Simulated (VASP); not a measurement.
Input of a VASP 6.6.1 run:

The input POSCAR:

```
BN
1.0
    2.5284002057      0.0000000000      0.0000000000
   -1.2642001029      2.1896588090      0.0000000000
    0.0000000000      0.0000000000      4.2268550000
B N
2 2
Direct
    0.6666666667      0.3333333333      0.9997240000
    0.3333333333      0.6666666667      0.4997240000
    0.6666666667      0.3333333333      0.6252760000
    0.3333333333      0.6666666667      0.1252760000
```

The input INCAR.step1:

```
SYSTEM = BN
ALGO     = Normal         ! electronic algorithm
EDIFF    = 1E-5           ! SCF threshold, eV
ENCUT    = 910            ! plane-wave cutoff, eV
GGA      = PE             ! functional
GGA_COMPAT= .FALSE.      
ISMEAR   = 0              ! smearing method
LASPH    = .TRUE.         ! aspherical terms in the spheres
LCHARG   = .FALSE.        ! write CHGCAR
LREAL    = .FALSE.        ! projectors in reciprocal space
LWAVE    = .TRUE.         ! write WAVECAR
NBANDS   = 16             ! bands
NELM     = 120            ! most SCF steps
PREC     = Accurate       ! precision mode
SIGMA    = 0.05           ! smearing width, eV
```

Contents of INCAR.step2:

```
SYSTEM = BN
ALGO     = Normal         ! electronic algorithm
EDIFF    = 1E-6           ! SCF threshold, eV
ENCUT    = 910            ! plane-wave cutoff, eV
GGA_COMPAT= .FALSE.      
ISIF     = 2              ! what is computed and relaxed
ISMEAR   = 0              ! smearing method
ISTART   = 1            
LASPH    = .TRUE.         ! aspherical terms in the spheres
LCHARG   = .TRUE.         ! write CHGCAR
LELF     = .TRUE.         ! ELF
LMIXTAU  = .TRUE.       
LREAL    = .FALSE.        ! projectors in reciprocal space
LVHAR    = .TRUE.       
LWAVE    = .FALSE.        ! write WAVECAR
METAGGA  = R2SCAN         ! meta-GGA
NBANDS   = 16             ! bands
NELM     = 120            ! most SCF steps
PREC     = Accurate       ! precision mode
SIGMA    = 0.05           ! smearing width, eV
```

The input KPOINTS:

```
k-points
0
G
  12 12 6
  0 0 0
```

Potentials or basis: VASP PAW PBE potentials, release 64 (B_h, N_h).

Command:

```sh
$ cat potpaw_PBE.64/B_h/POTCAR potpaw_PBE.64/N_h/POTCAR > POTCAR
$ cp INCAR.step1 INCAR
$ mpirun -np 1 vasp_std > vasp.out
$ cp INCAR.step2 INCAR
$ mpirun -np 1 vasp_std > vasp.out
```

Question: What does it give for the largest force?

Answer: 0.015 eV/Å.

Question: Estimate the pressure.

Answer: 2.5 GPa.

Question: Estimate the band gap on the k mesh.

Answer: 5.67 eV, indirect (least direct gap 9.01 eV).

Forces in eV/Å, atoms in the order of the input:
```
B    0.000  0.000  0.015
B    0.000  0.000  0.015
N    0.000  0.000 -0.015
N    0.000  0.000 -0.015
```

Caveat: the cell differs from its parent crystal (strain -0.0100 x Voigt [1, 1, 0, 0, 0, 0]); the cutoff is under 1.25 times the usual one of these potentials, so pressure, stress and relaxed cells hold a basis-set (Pulay) error; the PAW data sets were made with another functional, which shifts forces and pressure a little. A k mesh can miss the band edges.
